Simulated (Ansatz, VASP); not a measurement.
## C in VASP and in Ansatz

```
CELL_PARAMETERS angstrom
1.22913 0.70964 3.28357
-1.22913 0.70964 3.28357
0.00000 -1.41928 3.28357
ATOMIC_POSITIONS crystal
C 0.17598 0.17598 0.14779
C 0.82402 0.82402 0.85221
```

Change from the starting cell: mode 4 frozen in at +0.000 Å and mode 6 at +0.040 Å (largest displacements).

Alike in both runs: task single point; functional PBEsol; dispersion D3(BJ); k mesh 15 × 15 × 15; occupations gaussian, width 0.05 eV; no spin polarisation.

```csv
,VASP,Ansatz
version,VASP 6.6.1,Ansatz 0.2.0
potentials or method,"VASP PAW PBE potentials, release 64 (C), cutoff 520 eV","scalar-relativistic, plane waves, PAW"
valence electrons in the cell,8,8
```

|  | VASP | Ansatz | Ansatz less VASP |
| --- | --- | --- | --- |
| gap on the k mesh at the Fermi level (eV) | 0.22 | 0.22 | +0.001 |
| least direct gap on the mesh (eV) | 0.22 | 0.22 | +0.001 |
| pressure (GPa) | 3.4 | 2.8 | -0.64 |
| traceless stress, the component that is largest in VASP (GPa) | 10.60 | 10.02 | -0.581 |
| rms of the force components (eV/Å) | 2.291 | 2.285 | -0.0057 |

VASP's potentials were made for PBE, not for PBEsol. Atom by atom the forces differ by 0.006 eV/Å (rms over components).
